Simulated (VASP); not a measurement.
# Li2Ta2O5 (P4/mmm) in VASP: single point with PBE

Aim: the single point of Li2Ta2O5 with PBE.

Program: VASP 6.6.1. These are calculated values, not measurements. Logs are shortened: lines on timing, memory, paths and dates and some standing lists are left out, and cuts for length are marked.

## Step 1: The cell of the first run

It takes space group P4/mmm (No. 123, tetragonal). Conventional cell: a = 5.589 Å, b = 5.589 Å, c = 3.881 Å, α = 90.00°, β = 90.00°, γ = 90.00°. Li (site symmetry mmm) has 10 O at 2.77 to 2.79 Å and 8 Ta at 3.40 Å within 3.7 Å. Ta (site symmetry 4/mmm) has 6 O at 1.94 to 2.00 Å within 2.6 Å. Ta (site symmetry 4/mmm) has 4 O at 1.95 Å within 2.6 Å. O (site symmetry 4/mmm) has 2 Ta at 1.94 Å within 2.6 Å. Within 2.6 Å of O (site symmetry m2m) lie 2 Ta at 1.95 to 2.00 Å.

## Step 2: Single point, PBE, collinear spin (atoms taken out)

INCAR reads:

```
  ALGO = Normal
  EDIFF = 1E-6
  ENCUT = 880
  GGA = PE
  GGA_COMPAT = False
  ISIF = 2
  ISMEAR = 0
  ISPIN = 2
  LASPH = True
  LCHARG = True
  LELF = True
  LMAXMIX = 4
  LORBIT = 11
  LREAL = False
  LVHAR = True
  LWAVE = False
  MAGMOM = 0 0 1 1 0 0 0 0 0
  NBANDS = 45
  NELM = 200
  PREC = Accurate
  SIGMA = 0.1
```

KPOINTS reads:

```
k-points
0
Gamma
  4 4 4
```

POSCAR reads:

```
Li2Ta2O5
1.0
    5.5888102754      0.0000000000      0.0000000000
    0.0000000000      5.5888102754      0.0000000000
    0.0000000000      0.0000000000      3.8811844435
Li Ta O
2 2 5
Direct
    0.5000000000      0.0000000000      0.5000000000
    0.0000000000      0.5000000000      0.5000000000
    0.0000000000      0.0000000000      0.0000000000
    0.5000000000      0.5000000000      0.0000000000
    0.0000000000      0.0000000000      0.5000000000
    0.2534587775      0.2534587775      0.0000000000
    0.7465412225      0.7465412225      0.0000000000
    0.2534587775      0.7465412225      0.0000000000
    0.7465412225      0.2534587775      0.0000000000
```

Potentials or basis: VASP PAW PBE potentials, release 64 (Li_sv, Ta_sv_GW, O).

Command:

```sh
cat potpaw_PBE.64/Li_sv/POTCAR potpaw_PBE.64/Ta_sv_GW/POTCAR potpaw_PBE.64/O/POTCAR > POTCAR
mpirun -np 1 vasp_std > vasp.out
```

OUTCAR:

```text
EDIFF = 1E-6
   ENCUT = 880
   GGA = PE
   ISIF = 2
   ISMEAR = 0
   ISPIN = 2
   LASPH = True
   LORBIT = 11
   LREAL = False
   NELM = 200
   PREC = Accurate

 ion  position               nearest neighbor table
   1  0.500  0.000  0.500-
   2  0.000  0.500  0.500-
   3  0.000  0.000  0.000-   5 1.94   5 1.94   7 2.00   8 2.00   9 2.00   6 2.00
   4  0.500  0.500  0.000-   6 1.95   7 1.95   8 1.95   9 1.95
   5  0.000  0.000  0.500-   3 1.94   3 1.94
   6  0.253  0.253  0.000-   4 1.95   3 2.00
   7  0.747  0.747  0.000-   4 1.95   3 2.00
   8  0.253  0.747  0.000-   4 1.95   3 2.00
   9  0.747  0.253  0.000-   4 1.95   3 2.00

  LATTYP: Found a simple tetragonal cell.
 ALAT       =     5.5888102754
 C/A-ratio  =     0.6944562890

  Lattice vectors:

 A1 = (   5.5888102754,   0.0000000000,   0.0000000000)
 A2 = (   0.0000000000,   5.5888102754,   0.0000000000)
 A3 = (   0.0000000000,   0.0000000000,   3.8811844435)

Analysis of symmetry for initial positions (statically):
=====================================================================
 Subroutine PRICEL returns:
 Original cell was already a primitive cell.

 Routine SETGRP: Setting up the symmetry group for a
 simple tetragonal supercell.

 Subroutine GETGRP returns: Found 16 space group operations
 (whereof 16 operations were pure point group operations)
 out of a pool of 16 trial point group operations.

The static configuration has the point symmetry D_4h.

Analysis of symmetry for dynamics (positions and initial velocities):
=====================================================================
 Subroutine PRICEL returns:
 Original cell was already a primitive cell.

 Routine SETGRP: Setting up the symmetry group for a
 simple tetragonal supercell.

 Subroutine GETGRP returns: Found 16 space group operations
 (whereof 16 operations were pure point group operations)
 out of a pool of 16 trial point group operations.

The dynamic configuration has the point symmetry D_4h.

Analysis of structural, dynamic, and magnetic symmetry:
=====================================================================
 Subroutine PRICEL returns:
 Original cell was already a primitive cell.

[... 157 lines left out ...]
  ---------------------------------------------------
  free energy    TOTEN  =       -78.02227764 eV

  energy without entropy =      -78.01192452  energy(sigma->0) =      -78.01710108

 E-fermi :   5.9345     XC(G=0):  -9.8619

 val. band max:        5.9244939568   @ k =   0.2500   0.0000   0.0000
 cond. band min:       6.0021973020   @ k =   0.5000   0.2500   0.0000
 fundamental gap:      0.0777033452
 Fermi energy:         5.9344783209

 spin component 1

 k-point     1 :       0.0000    0.0000    0.0000
  band No.  band energies     occupation
      1     -64.3206      1.00000
      2     -64.1665      1.00000
      3     -42.7505      1.00000
      4     -42.7501      1.00000
      5     -30.9071      1.00000
      6     -30.9071      1.00000
[... 817 lines left out ...]
     42      11.1121      0.00000
     43      11.1121      0.00000
 Fermi energy:         5.9344783209

 spin component 2

 k-point     1 :       0.0000    0.0000    0.0000
  band No.  band energies     occupation
      1     -64.3206      1.00000
      2     -64.1665      1.00000
      3     -42.7506      1.00000
      4     -42.7501      1.00000
      5     -30.9071      1.00000
      6     -30.9071      1.00000
[... 817 lines left out ...]
     42      11.1120      0.00000
     43      11.1120      0.00000
 [bands above 43 left out]

------------------------ aborting loop because EDIFF is reached ----------------------------------------

  FORCE on cell =-STRESS in cart. coord.  units (eV):
  Direction    XX          YY          ZZ          XY          YZ          ZX
  --------------------------------------------------------------------------------------
  -------------------------------------------------------------------------------------
  Total        0.6867537      0.6867537     -0.6326035      0.0000000     -0.0000000     -0.0000000
  in kB        9.0762948      9.0762948     -8.3606331      0.0000000     -0.0000000     -0.0000000
  external PRESSURE =       3.2639855 kB  Pullay stress =       0.0000000 kB

 VOLUME and BASIS-vectors are now :
 -----------------------------------------------------------------------------
  energy-cutoff  :      880.00
  volume of cell :      121.23
      direct lattice vectors                 reciprocal lattice vectors
     5.588810275  0.000000000  0.000000000     0.178928958  0.000000000  0.000000000
     0.000000000  5.588810275  0.000000000     0.000000000  0.178928958  0.000000000
     0.000000000  0.000000000  3.881184444     0.000000000  0.000000000  0.257653305

 POSITION                                       TOTAL-FORCE (eV/Angst)
 -----------------------------------------------------------------------------------
      2.79441      0.00000      1.94059        -0.000000      0.000000      0.000000
      0.00000      2.79441      1.94059        -0.000000      0.000000      0.000000
      0.00000      0.00000      0.00000        -0.000000      0.000000      0.000000
      2.79441      2.79441      0.00000        -0.000000      0.000000      0.000000
      0.00000      0.00000      1.94059        -0.000000      0.000000      0.000000
      1.41653      1.41653      0.00000         0.187342      0.187342      0.000000
      4.17228      4.17228      0.00000        -0.187342     -0.187342     -0.000000
      1.41653      4.17228      0.00000         0.187342     -0.187342     -0.000000
      4.17228      1.41653      0.00000        -0.187342      0.187342      0.000000
 -----------------------------------------------------------------------------------
    total drift:                               -0.000000      0.000000      0.000000

  FREE ENERGIE OF THE ION-ELECTRON SYSTEM (eV)
  ---------------------------------------------------
  free  energy   TOTEN  =       -78.0222776409 eV

  energy  without entropy=      -78.0119245190  energy(sigma->0) =      -78.01710108

 total charge

# of ion       s       p       d       f       tot
--------------------------------------------------
    1        1.995   0.017   0.000   0.000   2.012
    2        1.995   0.017   0.000   0.000   2.012
    3        3.163   6.113   2.088   0.251  11.616
    4        3.302   6.078   2.100   0.187  11.668
    5        1.566   3.532   0.000   0.000   5.098
    6        1.564   3.498   0.000   0.000   5.063
    7        1.564   3.498   0.000   0.000   5.063
    8        1.564   3.498   0.000   0.000   5.063
    9        1.564   3.498   0.000   0.000   5.063
--------------------------------------------------
tot         18.279  29.751   4.188   0.438  52.656

 magnetization (x)

# of ion       s       p       d       f       tot
--------------------------------------------------
    1       -0.000  -0.000   0.000   0.000  -0.000
    2       -0.000  -0.000   0.000   0.000  -0.000
    3       -0.000  -0.000   0.000   0.000   0.000
    4       -0.000  -0.000   0.000   0.000   0.000
    5       -0.000  -0.000   0.000   0.000  -0.000
    6        0.000   0.000   0.000   0.000   0.000
    7        0.000   0.000   0.000   0.000   0.000
    8        0.000   0.000   0.000   0.000   0.000
    9        0.000   0.000   0.000   0.000   0.000
--------------------------------------------------
tot         -0.000   0.000   0.000   0.000   0.000
```

stdout:

```text
POSCAR found type information on POSCAR LiTaO
 POSCAR found :  3 types and       9 ions
 scaLAPACK will be used
 LDA part: xc-table for (Slater+PW92), standard interpolation
 POSCAR, INCAR and KPOINTS ok, starting setup
 FFT: planning ... GRIDC
 FFT: planning ... GRID_SOFT
 FFT: planning ... GRID
 WAVECAR not read
 entering main loop
```

Wall time 6.6 min (1 thread of AMD EPYC 9R45 (Zen 5), shared host); peak memory 0.6 GiB.

Results:

* Free energy: -78.0223 eV
* Pressure: 0.3 GPa
* Largest force: 0.265 eV/Å
* Band gap on the k mesh: zero (filled and empty bands overlap)
* Net moment: 0.00 μB per cell
* Valence electrons inside the program's atomic spheres: Li 2.01; Ta 11.62, 11.67; O 5.10, 5.06 (each value once)

Forces in eV/Å, atoms in the order of the input:
```
Li   0.000  0.000  0.000
Li   0.000  0.000  0.000
Ta   0.000  0.000  0.000
Ta   0.000  0.000  0.000
O    0.000  0.000  0.000
O    0.187  0.187  0.000
O   -0.187 -0.187  0.000
O    0.187 -0.187  0.000
O   -0.187  0.187  0.000
```

Stress tensor (GPa, compression positive):
```
 0.91  0.00  0.00
 0.00  0.91  0.00
 0.00  0.00 -0.84
```

Levels at points of the mesh, in eV from the Fermi level:
Spin up:
```tsv
k point	band 29	band 30	band 31	band 32	band 33	band 34
(0.00, 0.00, 0.00)	-4.12	-3.35	-3.24	-0.54	-0.38	-0.38
(0.50, 0.00, 0.00)	-4.19	-3.98	-3.09	0.62	0.82	1.12
(0.50, 0.50, 0.00)	-4.39	-4.10	-3.20	-0.29	-0.29	1.95
(0.00, 0.00, 0.50)	-4.11	-3.33	-0.44	0.43	0.43	0.90
(0.50, 0.00, 0.50)	-4.02	-3.85	0.58	0.79	0.97	1.11
(0.50, 0.50, 0.50)	-4.76	-4.76	0.53	0.53	0.98	1.45
```
Spin down:
| k point | band 29 | band 30 | band 31 | band 32 | band 33 | band 34 |
| --- | --- | --- | --- | --- | --- | --- |
| (0.00, 0.00, 0.00) | -4.12 | -3.35 | -3.24 | -0.54 | -0.38 | -0.38 |
| (0.50, 0.00, 0.00) | -4.19 | -3.98 | -3.09 | 0.62 | 0.82 | 1.12 |
| (0.50, 0.50, 0.00) | -4.39 | -4.10 | -3.20 | -0.29 | -0.29 | 1.95 |
| (0.00, 0.00, 0.50) | -4.11 | -3.33 | -0.44 | 0.43 | 0.43 | 0.90 |
| (0.50, 0.00, 0.50) | -4.02 | -3.85 | 0.58 | 0.79 | 0.97 | 1.11 |
| (0.50, 0.50, 0.50) | -4.76 | -4.76 | 0.53 | 0.53 | 0.98 | 1.45 |

Caveat: the k points lie up to 0.40 Å⁻¹ apart, too coarse for converged energies and pressures of a metal; the cell differs from its parent crystal (atoms taken out); spin-orbit coupling is left out, which moves the levels of the heavy elements.

The gap in the log of VASP goes by the Fermi energy; the results here count the filled bands.